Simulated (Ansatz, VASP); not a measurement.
## LiTlS2 in VASP and in Ansatz

File POSCAR:

```
LiTlS2
1.0
    4.0667718546      0.0000000000      0.0000000000
    0.0000000000      4.0667718546      0.0000000000
    0.0000000000      0.0000000000      5.7187778110
Li S Tl
1 2 1
Direct
    0.0000000000      0.0000000000      0.0000000000
    0.0000000000      0.5000000000      0.2309016903
    0.5000000000      0.0000000000      0.7690983097
    0.5000000000      0.5000000000      0.5000000000
```

INCAR.step1

```
SYSTEM = LiTlS2
PREC = Accurate ; ENCUT = 520
EDIFF = 1E-5 ; ISMEAR = 0
SIGMA = 0.01 ; LREAL = .False.
LASPH = .True. ; NELM = 80
ALGO = Normal ; ISIF = 2
LWAVE = .True. ; LCHARG = .False.
GGA = PE ; NBANDS = 22
```

INCAR.step2

```
SYSTEM = LiTlS2
PREC = Accurate ; ENCUT = 520
EDIFF = 1E-6 ; ISMEAR = 0
SIGMA = 0.01 ; LREAL = .False.
LASPH = .True. ; NELM = 80
ALGO = Normal ; ISIF = 2
LWAVE = .False. ; LCHARG = .False.
GGA = PE ; LHFCALC = .True.
AEXX = 0.35 ; PRECFOCK = Normal
ISTART = 1 ; NBANDS = 22
```

The input KPOINTS:

```
regular mesh
0
Gamma
  4 4 2
  0 0 0
```

Input for Ansatz:

```yaml
crystal:
  lattice:
    - [4.0667718546, 0.0, 0.0]
    - [0.0, 4.0667718546, 0.0]
    - [0.0, 0.0, 5.718777811]
  atoms:
    - { symbol: Li, position: [0.0, 0.0, 0.0] }
    - { symbol: S, position: [0.0, 0.5, 0.2309016903] }
    - { symbol: Tl, position: [0.5, 0.5, 0.5] }
    - { symbol: S, position: [0.5, 0.0, 0.7690983097] }
kpoints:
  mp_grid: { grid: [4, 4, 2] }
hamiltonian:
  xc: { exchange: pbe, correlation: pbe, exx: { coeff: 0.35 } }
scf:
  occupations: { method: fixed }
  n_extra_bands: 5
output:
  forces: true
  stress: true
  eigenvalues: true
```

Alike in both runs: task single point; functional PBE-based global hybrid; k mesh 4 × 4 × 2; no spin polarisation.

```csv
,VASP,Ansatz
version,VASP 6.6.1,Ansatz 0.2.0
potentials or method,"VASP PAW PBE potentials, release 64 (Li_sv, S, Tl_d)",plane waves
plane-wave cutoff (eV),520,420
occupations,"gaussian, width 0.01 eV",fixed
valence electrons in the cell,28,28
```

|  | VASP | Ansatz | Ansatz less VASP |
| --- | --- | --- | --- |
| gap on the k mesh at the Fermi level (eV) | 3.18 | 3.12 | -0.060 |
| rms of the force components (eV/Å) | 0.125 | 0.129 | +0.0040 |

VASP's potentials were made for PBE, not for PBE-based global hybrid. Ansatz's warnings: stress exchange threshold loose, stress scf threshold loose.

The k mesh is coarse, so the values compare programs but aren't converged. Neither program's run includes spin-orbit coupling. Noted on VASP's run: the cutoff is short for stress, so the pressure is rough.
